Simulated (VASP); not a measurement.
Input of a VASP 6.6.1 run:

File INCAR:

```
SYSTEM = In4Ru
PREC = Accurate
ENCUT = 520
EDIFF = 1E-7
ISMEAR = 0
SIGMA = 0.2
LREAL = .False.
LASPH = .True.
NELM = 60
ALGO = Fast
ISIF = 2
LWAVE = .False.
LCHARG = .False.
GGA = PE
NBANDS = 77
```

KPOINTS

```
regular mesh
0
Gamma
  4 4 4
  0 0 0
```

Contents of POSCAR:

```
In4Ru
1.0
   -3.0945283789      3.0896981421      3.1517066725
    3.0922491285     -3.0875674714      3.1444898975
    6.1639488643      6.1545044745      0.0008137792
In Ru
8 2
Direct
    0.3159031704      0.3152633263      0.2161875774
    0.8177373193      0.8167057861      0.7153357113
    0.8151486142      0.8163663017      0.2840480478
    0.3164555266      0.3176757067      0.7844033500
    0.4676772144     -0.1006658108     -0.0006671479
    0.9674192076      0.3991122310      0.4996189039
   -0.1003490217      0.4675311367      1.0002341012
    0.3990890493      0.9673856888      0.5008362670
    0.5003863414      0.5003159910      0.4999056145
    0.0005325787      0.0003096426      1.0000975748
```

Potentials or basis: VASP PAW PBE potentials, release 64 (In_d, Ru_pv).

The run is started by

```bash
$ cat potpaw_PBE.64/In_d/POTCAR potpaw_PBE.64/Ru_pv/POTCAR > POTCAR
$ mpirun -np 1 vasp_std > vasp.out
```

(1) Predict the pressure.

(2) Estimate the band gap on the k mesh.

(3) Predict the largest force.

Answers

(1) 0.0 GPa.

(2) zero (bands 66 and 67 overlap by 1.06 eV).

(3) 0.020 eV/Å.

Caveat: spin-orbit coupling is left out, which moves the levels of the heavy elements.
